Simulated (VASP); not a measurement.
Here is a VASP 6.6.1 calculation.

The input INCAR:

```
SYSTEM = Fe
PREC = Accurate
ENCUT = 600
EDIFF = 1E-6
ISMEAR = -1
SIGMA = 0.1
LREAL = .False.
LASPH = .True.
NELM = 120
ALGO = Normal
ISIF = 2
LWAVE = .False.
LCHARG = .False.
GGA = PE
NBANDS = 10
GGA_COMPAT = .False.
```

KPOINTS

```
regular mesh
0
Gamma
  6 6 6
  0 0 0
```

POSCAR

```
Fe
1.0
   -1.3807996972      1.3807996972      1.3807996972
    1.3807996972     -1.3807996972      1.3807996972
    1.3807996972      1.3807996972     -1.3807996972
Fe
1
Direct
    0.0000000000      0.0000000000      0.0000000000
```

Potentials or basis: VASP PAW PBE potentials, release 64 (Fe).

The run is started by

```sh
$ cat potpaw_PBE.64/Fe/POTCAR > POTCAR
$ mpirun -np 1 vasp_std > vasp.out
```

(1) What does it give for the band gap on the k mesh?

(2) What does it give for the pressure?

## Answers

(1) zero (band 4 reaches 7.79 eV, above the bottom of band 5 at 5.64 eV).

(2) 0.9 GPa.

Caveat: the k points lie up to 0.54 Å⁻¹ apart; the run has no spin polarisation, though such a crystal can be magnetic.
